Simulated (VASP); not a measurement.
A run of VASP 6.6.1 is set up as follows.

File POSCAR:

```
AgCl
1.0
    0.0000000000      2.7731725651      2.7731725651
    2.7731725651      0.0000000000      2.7731725651
    2.7731725651      2.7731725651      0.0000000000
Ag Cl
1 1
Direct
    0.0000000000      0.0000000000      0.0000000000
    0.5000000000      0.5000000000      0.5000000000
```

INCAR.step1

```
  PREC = Accurate
  ENCUT = 520
  EDIFF = 1E-5
  ISMEAR = 0
  SIGMA = 0.01
  LREAL = F
  LASPH = T
  NELM = 60
  ALGO = Normal
  ISIF = 2
  LWAVE = T
  LCHARG = F
  GGA = PE
  NBANDS = 16
```

Contents of INCAR.step2:

```
  PREC = Accurate
  ENCUT = 520
  EDIFF = 1E-6
  ISMEAR = 0
  SIGMA = 0.01
  LREAL = F
  LASPH = T
  NELM = 60
  ALGO = Normal
  ISIF = 2
  LWAVE = F
  LCHARG = F
  GGA = PE
  LHFCALC = T
  AEXX = 0.75
  HFSCREEN = 0.2078
  PRECFOCK = Normal
  ISTART = 1
  NBANDS = 16
```

Contents of KPOINTS:

```
Automatic mesh
0
Gamma
  4 4 4
```

Potentials or basis: VASP PAW PBE potentials, release 64 (Ag, Cl).

The run is started by

```console
$ cat potpaw_PBE.64/Ag/POTCAR potpaw_PBE.64/Cl/POTCAR > POTCAR
$ cp INCAR.step1 INCAR
$ mpirun -np 1 vasp_std > vasp.out
$ cp INCAR.step2 INCAR
$ mpirun -np 1 vasp_std > vasp.out
```

(1) Predict the band gap on the k mesh.

(2) Predict the pressure.

Results:

(1) 5.62 eV (least direct gap 7.70 eV).

(2) 0.9 GPa.

Caveat: the k points lie up to 0.49 Å⁻¹ apart; the PAW data sets were made with another functional, which shifts forces and pressure a little.
